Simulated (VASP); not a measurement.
Write the native input for VASP 6.6.1 that does the following.

```yaml
Task: single point
Functional: PBE
Dispersion: D3(BJ)
Potentials_or_basis: VASP PAW PBE potentials, release 64 (O, Hf_pv)
Cutoff: 520 eV
k_mesh: 3 × 3 × 1
Occupations: gaussian, width 0.05 eV
Spin: no spin polarisation
Dipole_correction: yes
Further_INCAR_settings: LREAL = Auto; ALGO = Normal; EDIFF = 1e-06; NBANDS = 156
```

The structure of HfO2 lies in POSCAR:

```
HfO2
1.0
    7.1741418864      0.0000000000      0.0000000000
   -3.5870709432      6.2129891240      0.0000000000
    0.0000000000      0.0000000000     25.3220779017
O Hf
24 12
Direct
    0.5000000000      0.5000000000      0.3159298392
    0.5000000000      0.0000000000      0.3159298392
    0.0000000000      0.5000000000      0.3159298392
    0.0000000000      0.0000000000      0.3159298392
    0.6666666666      0.3333333333      0.3737614116
    0.6666666667      0.8333333333      0.3737614116
    0.1666666667      0.3333333333      0.3737614116
    0.1666666667      0.8333333333      0.3737614116
    0.8333333333      0.6666666667      0.4315929839
    0.8333333334      0.1666666667      0.4315929839
    0.3333333334      0.6666666667      0.4315929839
    0.3333333334      0.1666666667      0.4315929839
   -0.0003284765      0.4993430469      0.4823919372
    0.0097830885      0.0058728129      0.4913022533
    0.4947453259      0.4894906518      0.4906233347
    0.4960897244      0.0058728129      0.4913022533
    0.1537354957      0.8074709914      0.5484786678
    0.1573726499      0.3490377965      0.5489531123
    0.6653132858      0.8306265715      0.5406641509
    0.6916651466      0.3490377965      0.5489531123
    0.3662622089      0.6854942022      0.6075140603
    0.3331164142      0.1662328284      0.6009265443
    0.8192319933      0.6854942022      0.6075140603
    0.8180487844      0.1360975689      0.6066927278
    0.3333333334      0.1666666667      0.3448456254
    0.3333333334      0.6666666667      0.3448456254
    0.8333333334      0.1666666667      0.3448456254
    0.8333333333      0.6666666667      0.3448456254
    0.6711951360      0.3357966609      0.4613423804
    0.6665963047      0.8331926095      0.4587142510
    0.1646015249      0.3357966609      0.4613423804
    0.1644738175      0.8289476350      0.4617223078
    0.0007903699      0.5015807399      0.5904286766
   -0.0024950153      0.0012398941      0.5749328844
    0.5016686004      0.5033372008      0.5741422226
    0.5037349094      0.0012398941      0.5749328844
```

The input as run:

INCAR

```
SYSTEM = HfO2
  PREC = Accurate
  ENCUT = 520
  EDIFF = 1E-6
  ISMEAR = 0
  SIGMA = 0.05
  LREAL = Auto
  LASPH = .True.
  NELM = 60
  ALGO = Normal
  ISIF = 2
  LWAVE = .False.
  LCHARG = .False.
  LDIPOL = .True.
  IDIPOL = 3
  DIPOL = 0.5 0.5 0.461
  GGA = PE
  IVDW = 12
  NBANDS = 156
```

KPOINTS

```
Automatic mesh
0
Gamma
  3 3 1
  0 0 0
```

Potentials or basis: VASP PAW PBE potentials, release 64 (O, Hf_pv).

Run with:

```bash
$ cat potpaw_PBE.64/O/POTCAR potpaw_PBE.64/Hf_pv/POTCAR > POTCAR
$ mpirun -np 1 vasp_std > vasp.out
```

It gave:

```yaml
Largest_force: 3.669 eV/Å
Band_gap_on_the_k_mesh: 2.66 eV
Dispersion_energy_per_atom: -0.175 eV
```

Caveat: spin-orbit coupling is left out, which moves the levels of the heavy elements.

Wall time 23 min on 1 thread of AMD EPYC 9R45 96-Core Processor (Zen 5) (shared host), peak memory 1.3 GiB.
